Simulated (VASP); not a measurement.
# PbO2 (Fm-3m) in VASP: notebook, part 2 of 2

VASP 6.6.1. The steps go on from the part before.

## Step 4: Single point, BLYP+D4

This run uses another cell than the first one, of 12.63 Å³/atom, 0.960 times its volume.

INCAR reads:

```
PREC = Accurate
ENCUT = 520
EDIFF = 1E-7
ISMEAR = -1
SIGMA = 0.025
LREAL = False
LASPH = True
NELM = 100
ALGO = Normal
ISIF = 2
LWAVE = False
LCHARG = True
GGA = B5
ALDAX = 1.0
AGGAX = 1.0
AGGAC = 1.0
ALDAC = 0.0
IVDW = 13
VDW_S6 = 1.0
VDW_S8 = 2.34076671
VDW_A1 = 0.44488865
VDW_A2 = 4.0933009
LELF = True
LVHAR = True
NBANDS = 20
```

KPOINTS reads:

```
regular mesh
0
Gamma
  9 9 9
```

POSCAR reads:

```
PbO2
1.0
    0.0000000000      2.6654741181      2.6654741181
    2.6654741181      0.0000000000      2.6654741181
    2.6654741181      2.6654741181      0.0000000000
Pb O
1 2
Direct
    0.0000000000      0.0000000000      0.0000000000
    0.7500000000      0.7500000000      0.7500000000
    0.2500000000      0.2500000000      0.2500000000
```

Potentials or basis: VASP PAW PBE potentials, release 64 (Pb_d, O).

Launch:

```
$ cat potpaw_PBE.64/Pb_d/POTCAR potpaw_PBE.64/O/POTCAR > POTCAR
$ mpirun -np 1 vasp_std > vasp.out
```

OUTCAR:

```text
PREC = Accurate
   ENCUT = 520
   EDIFF = 1E-7
   ISMEAR = -1
   LREAL = False
   LASPH = True
   NELM = 100
   ISIF = 2
   GGA = B5
   IVDW = 13

 ion  position               nearest neighbor table
   1  0.000  0.000  0.000-   2 2.31   2 2.31   2 2.31   3 2.31   3 2.31   3 2.31   3 2.31   2 2.31

   2  0.750  0.750  0.750-   1 2.31   1 2.31   1 2.31   1 2.31
   3  0.250  0.250  0.250-   1 2.31   1 2.31   1 2.31   1 2.31

  LATTYP: Found a face centered cubic cell.
 ALAT       =     5.3309482362

  Lattice vectors:

 A1 = (   0.0000000000,   2.6654741181,   2.6654741181)
 A2 = (   2.6654741181,   0.0000000000,   2.6654741181)
 A3 = (   2.6654741181,   2.6654741181,   0.0000000000)

Analysis of symmetry for initial positions (statically):
=====================================================================
 Subroutine PRICEL returns:
 Original cell was already a primitive cell.

 Routine SETGRP: Setting up the symmetry group for a
 face centered cubic supercell.

 Subroutine GETGRP returns: Found 48 space group operations
 (whereof 48 operations were pure point group operations)
 out of a pool of 48 trial point group operations.

[... 161 lines left out ...]
  energy without entropy =      -14.35211916  energy(sigma->0) =      -14.35329009

 E-fermi :   6.4675     XC(G=0): -10.8692

 val. band max:        6.4581459694   @ k =  -0.3333   0.4444   0.2222
 cond. band min:       7.1786479843   @ k =  -0.1111   0.1111   0.0000
 fundamental gap:      0.7205020149
 Fermi energy:         6.4674746336

 k-point     1 :       0.0000    0.0000    0.0000
  band No.  band energies     occupation
      1     -12.2142      2.00000
      2      -9.1616      2.00000
      3      -9.1611      2.00000
      4      -9.1611      2.00000
      5      -9.1611      2.00000
      6      -8.8765      2.00000
[... 541 lines left out ...]
     19      23.0158      0.00000
     20      24.1258      0.00000

 [... further k-points ...]

------------------------ aborting loop because EDIFF is reached ----------------------------------------

  DFT-D4 for vdW energy calculation

  Edisp (eV):   -1.58958

  FORCE on cell =-STRESS in cart. coord.  units (eV):
  Direction    XX          YY          ZZ          XY          YZ          ZX
  --------------------------------------------------------------------------------------
  -------------------------------------------------------------------------------------
  Total       1.67277     1.67277     1.67277     0.00000     0.00000    -0.00000
  in kB      70.76102    70.76102    70.76102     0.00000     0.00000    -0.00000
  external pressure =       70.76 kB  Pullay stress =        0.00 kB

 VOLUME and BASIS-vectors are now :
 -----------------------------------------------------------------------------
  energy-cutoff  :      520.00
  volume of cell :       37.88
      direct lattice vectors                 reciprocal lattice vectors
     0.000000000  2.665474118  2.665474118    -0.187583889  0.187583889  0.187583889
     2.665474118  0.000000000  2.665474118     0.187583889 -0.187583889  0.187583889
     2.665474118  2.665474118  0.000000000     0.187583889  0.187583889 -0.187583889

 POSITION                                       TOTAL-FORCE (eV/Angst)
 -----------------------------------------------------------------------------------
      0.00000      0.00000      0.00000        -0.000000     -0.000000     -0.000000
      3.99821      3.99821      3.99821         0.000000      0.000000     -0.000000
      1.33274      1.33274      1.33274        -0.000000      0.000000      0.000000
 -----------------------------------------------------------------------------------
    total drift:                                0.000000      0.000000      0.000000

  FREE ENERGIE OF THE ION-ELECTRON SYSTEM (eV)
  ---------------------------------------------------
  free  energy   TOTEN  =       -15.9440363866 eV

  energy  without entropy=      -15.9416945216  energy(sigma->0) =      -15.94286545
```

stdout:

```text
POSCAR found type information on POSCAR PbO
 POSCAR found :  2 types and       3 ions
 scaLAPACK will be used
 -----------------------------------------------------------------------------
|                                                                             |
|                                                                             |
|     You enforced a specific xc type in the INCAR file but a different       |
|     I HOPE YOU KNOW WHAT YOU ARE DOING!                                     |
|                                                                             |
 -----------------------------------------------------------------------------

 LDA part: xc-table for (Slater(with rela. corr.)+VWN5), standard interpolation
 POSCAR, INCAR and KPOINTS ok, starting setup
 FFT: planning ... GRIDC
 FFT: planning ... GRID_SOFT
 FFT: planning ... GRID
 WAVECAR not read
 entering main loop
```

It took 88 s on 1 thread of AMD EPYC 7R13, shared host; peak memory 0.14 GiB.

What came out:

* Free energy: -15.9440 eV
* Pressure: 7.1 GPa
* Band gap on the k mesh: zero (band 13 reaches 6.46 eV, above the bottom of band 14 at 5.24 eV)
* Dispersion energy per atom: -0.530 eV

Caveat: the PAW data sets were made with another functional, which shifts forces and pressure a little; spin-orbit coupling is left out, which moves the levels of the heavy elements; pairwise dispersion overbinds metals, which lowers pressure and volume.

## Step 5: Single point, BLYP+D4

This run uses another cell than the first one, of 12.89 Å³/atom, 0.980 times its volume.

INCAR reads:

```
PREC = Accurate
ENCUT = 520
EDIFF = 1E-7
ISMEAR = -1
SIGMA = 0.025
LREAL = F
LASPH = T
NELM = 80
ALGO = Normal
ISIF = 2
LWAVE = F
LCHARG = F
GGA = B5
ALDAX = 1.0
AGGAX = 1.0
AGGAC = 1.0
ALDAC = 0.0
IVDW = 13
VDW_S6 = 1.0
VDW_S8 = 2.34076671
VDW_A1 = 0.44488865
VDW_A2 = 4.0933009
NBANDS = 20
```

KPOINTS reads:

```
Automatic mesh
0
Gamma
  9 9 9
```

POSCAR reads:

```
PbO2
1.0
    0.0000000000      2.6838572791      2.6838572791
    2.6838572791      0.0000000000      2.6838572791
    2.6838572791      2.6838572791      0.0000000000
Pb O
1 2
Direct
    0.0000000000      0.0000000000      0.0000000000
    0.7500000000      0.7500000000      0.7500000000
    0.2500000000      0.2500000000      0.2500000000
```

Potentials or basis: VASP PAW PBE potentials, release 64 (Pb_d, O).

Launch:

```
$ cat potpaw_PBE.64/Pb_d/POTCAR potpaw_PBE.64/O/POTCAR > POTCAR
$ mpirun -np 1 vasp_std > vasp.out
```

OUTCAR:

```text
PREC = Accurate
   ENCUT = 520
   EDIFF = 1E-7
   ISMEAR = -1
   LREAL = F
   LASPH = T
   NELM = 80
   ISIF = 2
   GGA = B5
   IVDW = 13

 ion  position               nearest neighbor table
   1  0.000  0.000  0.000-   2 2.32   2 2.32   2 2.32   2 2.32   3 2.32   3 2.32   3 2.32   3 2.32

   2  0.750  0.750  0.750-   1 2.32   1 2.32   1 2.32   1 2.32
   3  0.250  0.250  0.250-   1 2.32   1 2.32   1 2.32   1 2.32

  LATTYP: Found a face centered cubic cell.
 ALAT       =     5.3677145582

  Lattice vectors:

 A1 = (   0.0000000000,   2.6838572791,   2.6838572791)
 A2 = (   2.6838572791,   0.0000000000,   2.6838572791)
 A3 = (   2.6838572791,   2.6838572791,   0.0000000000)

Analysis of symmetry for initial positions (statically):
=====================================================================
 Subroutine PRICEL returns:
 Original cell was already a primitive cell.

 Routine SETGRP: Setting up the symmetry group for a
 face centered cubic supercell.

 Subroutine GETGRP returns: Found 48 space group operations
 (whereof 48 operations were pure point group operations)
 out of a pool of 48 trial point group operations.

[... 162 lines left out ...]

 E-fermi :   6.1913     XC(G=0): -10.7627

 val. band max:        6.1820289366   @ k =  -0.3333   0.4444   0.2222
 cond. band min:       6.8239030848   @ k =  -0.1111   0.1111   0.0000
 fundamental gap:      0.6418741482
 Fermi energy:         6.1913179186

 k-point     1 :       0.0000    0.0000    0.0000
  band No.  band energies     occupation
      1     -12.3186      2.00000
      2      -9.4048      2.00000
      3      -9.4048      2.00000
      4      -9.4048      2.00000
      5      -9.3989      2.00000
      6      -9.1447      2.00000
[... 541 lines left out ...]
     19      22.7077      0.00000
     20      23.6490      0.00000

 [... further k-points ...]

------------------------ aborting loop because EDIFF is reached ----------------------------------------

  DFT-D4 for vdW energy calculation

  Edisp (eV):   -1.55835

  FORCE on cell =-STRESS in cart. coord.  units (eV):
  Direction    XX          YY          ZZ          XY          YZ          ZX
  --------------------------------------------------------------------------------------
  -------------------------------------------------------------------------------------
  Total       0.92684     0.92684     0.92684     0.00000    -0.00000     0.00000
  in kB      38.40668    38.40668    38.40668     0.00000    -0.00000     0.00000
  external pressure =       38.41 kB  Pullay stress =        0.00 kB

 VOLUME and BASIS-vectors are now :
 -----------------------------------------------------------------------------
  energy-cutoff  :      520.00
  volume of cell :       38.66
      direct lattice vectors                 reciprocal lattice vectors
     0.000000000  2.683857279  2.683857279    -0.186299027  0.186299027  0.186299027
     2.683857279  0.000000000  2.683857279     0.186299027 -0.186299027  0.186299027
     2.683857279  2.683857279  0.000000000     0.186299027  0.186299027 -0.186299027

 POSITION                                       TOTAL-FORCE (eV/Angst)
 -----------------------------------------------------------------------------------
      0.00000      0.00000      0.00000        -0.000000     -0.000000     -0.000000
      4.02579      4.02579      4.02579         0.000000      0.000000      0.000000
      1.34193      1.34193      1.34193        -0.000000     -0.000000     -0.000000
 -----------------------------------------------------------------------------------
    total drift:                                0.000000      0.000000      0.000000

  FREE ENERGIE OF THE ION-ELECTRON SYSTEM (eV)
  ---------------------------------------------------
  free  energy   TOTEN  =       -15.9720453387 eV

  energy  without entropy=      -15.9697502149  energy(sigma->0) =      -15.97089778
```

It took 86 s on 1 thread of AMD EPYC 7R13, shared host; peak memory 0.14 GiB.

What came out:

| Quantity | Value |
| --- | --- |
| Free energy | -15.9720 eV |
| Pressure | 3.8 GPa |
| Band gap on the k mesh | zero (band 13 reaches 6.18 eV, above the bottom of band 14 at 5.01 eV) |
| Dispersion energy per atom | -0.519 eV |

Caveat: the PAW data sets were made with another functional, which shifts forces and pressure a little; spin-orbit coupling is left out, which moves the levels of the heavy elements; pairwise dispersion overbinds metals, which lowers pressure and volume.

## Step 6: Single point, BLYP+D4

INCAR, as its differences from that of step 5:

```diff
@@ -2,3 +2,3 @@
 ENCUT = 520
-EDIFF = 1E-7
+EDIFF = 1E-6
 ISMEAR = -1
@@ -7,3 +7,3 @@
 LASPH = T
-NELM = 80
+NELM = 60
 ALGO = Normal
```

KPOINTS reads:

```
regular mesh
0
Gamma
  9 9 9
```

POSCAR reads:

```
PbO2
1.0
    0.0000000000      2.7019920000      2.7019920000
    2.7019920000      0.0000000000      2.7019920000
    2.7019920000      2.7019920000      0.0000000000
Pb O
1 2
Direct
    0.0000000000      0.0000000000      0.0000000000
    0.7500000000      0.7500000000      0.7500000000
    0.2500000000      0.2500000000      0.2500000000
```

Potentials or basis: VASP PAW PBE potentials, release 64 (Pb_d, O).

Launch:

```
$ cat potpaw_PBE.64/Pb_d/POTCAR potpaw_PBE.64/O/POTCAR > POTCAR
$ mpirun -np 1 vasp_std > vasp.out
```

It took 86 s on 1 thread of AMD EPYC 7R13, shared host; peak memory 0.14 GiB.

It converged, with:

```
Free energy                : -15.9850 eV
Pressure                   : 1.0 GPa
Band gap on the k mesh     : zero (band 13 reaches 5.92 eV, above the bottom of band 14 at 4.78 eV)
Dispersion energy per atom : -0.510 eV
```

Levels at points of the mesh, in eV from the Fermi level:
| k point | band 10 | band 11 | band 12 | band 13 | band 14 | band 15 | band 16 | band 17 |
| --- | --- | --- | --- | --- | --- | --- | --- | --- |
| (0.00, 0.00, 0.00) | -1.87 | -1.87 | -1.14 | -1.14 | -1.14 | 7.13 | 7.13 | 7.13 |

Caveat: the PAW data sets were made with another functional, which shifts forces and pressure a little; spin-orbit coupling is left out, which moves the levels of the heavy elements; pairwise dispersion overbinds metals, which lowers pressure and volume.

## Step 7: Summary

```csv
level,cell,smearing,gap on the mesh (eV),pressure (GPa)
PBE,"a = 3.821 Å, angles 60.0°, 3 atoms",gaussian 0.025 eV,none,0.6
BLYP+D4,"a = 3.743 Å, angles 60.0°, 3 atoms",fermi-dirac 0.025 eV,none,10.6
BLYP+D4,"a = 3.770 Å, angles 60.0°, 3 atoms",fermi-dirac 0.025 eV,none,7.1
BLYP+D4,"a = 3.796 Å, angles 60.0°, 3 atoms",fermi-dirac 0.025 eV,none,3.8
BLYP+D4,"a = 3.821 Å, angles 60.0°, 3 atoms",fermi-dirac 0.025 eV,none,1.0
```

Alike in all rows: task single point; potentials or basis VASP PAW PBE potentials, release 64 (Pb_d, O); no spin polarisation; k mesh 9 × 9 × 9; cutoff (eV) 520.

Caveats: spin-orbit coupling is left out, which moves the levels of the heavy elements; the PAW data sets were made with another functional, which shifts forces and pressure a little (some runs); pairwise dispersion overbinds metals, which lowers pressure and volume (some runs).

Absolute energies hang on the potentials; compare differences alone.
